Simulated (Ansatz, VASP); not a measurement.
## One calculation of Ba, two programs

File INCAR:

```
PREC = Accurate ; ENCUT = 520
EDIFF = 1E-7 ; ISMEAR = 0
SIGMA = 0.1 ; LREAL = False
LASPH = True ; NELM = 100
ALGO = Fast ; ISIF = 2
LWAVE = False ; LCHARG = True
GGA = PE ; LELF = True
LVHAR = True ; NBANDS = 11
```

The input KPOINTS:

```
regular mesh
0
Gamma
  12 12 12
```

POSCAR

```
Ba
1.0
    0.0000000000      3.1075727758      3.1075727758
    3.1075727758      0.0000000000      3.1075727758
    3.1075727758      3.1075727758      0.0000000000
Ba
1
Direct
    0.0000000000      0.0000000000      0.0000000000
```

Input for Ansatz:

```yaml
crystal:
  lattice:
    - [0.0, 3.1075727758, 3.1075727758]
    - [3.1075727758, 0.0, 3.1075727758]
    - [3.1075727758, 3.1075727758, 0.0]
  atoms:
    - { symbol: Ba, position: [0.0, 0.0, 0.0] }
basis:
  ecutwfc: 420
kpoints:
  mp_grid: { grid: [12, 12, 12] }
hamiltonian:
  xc: pbe
scf:
  occupations: { method: gaussian, width: 0.1 }
output:
  forces: true
  stress: true
  eigenvalues: true
```

Alike in both runs: task single point; functional PBE; k mesh 12 × 12 × 12; occupations gaussian, width 0.1 eV; no spin polarisation.

```csv
,VASP,Ansatz
version,VASP 6.6.1,Ansatz 0.2.0
potentials or method,"VASP PAW PBE potentials, release 64 (Ba_sv), cutoff 520 eV","scalar-relativistic, plane waves, PAW"
valence electrons in the cell,10,10
```

VASP gave:

| Item | Value |
| --- | --- |
| gap on the k mesh at the Fermi level (eV) | none |
| pressure (GPa) | 0.7 |

Estimate Ansatz's values.

gap on the k mesh at the Fermi level (eV): none; pressure (GPa): 0.6.

A gap of «none» marks a metal or a gap that the smearing closes.

Spin-orbit coupling is off throughout.
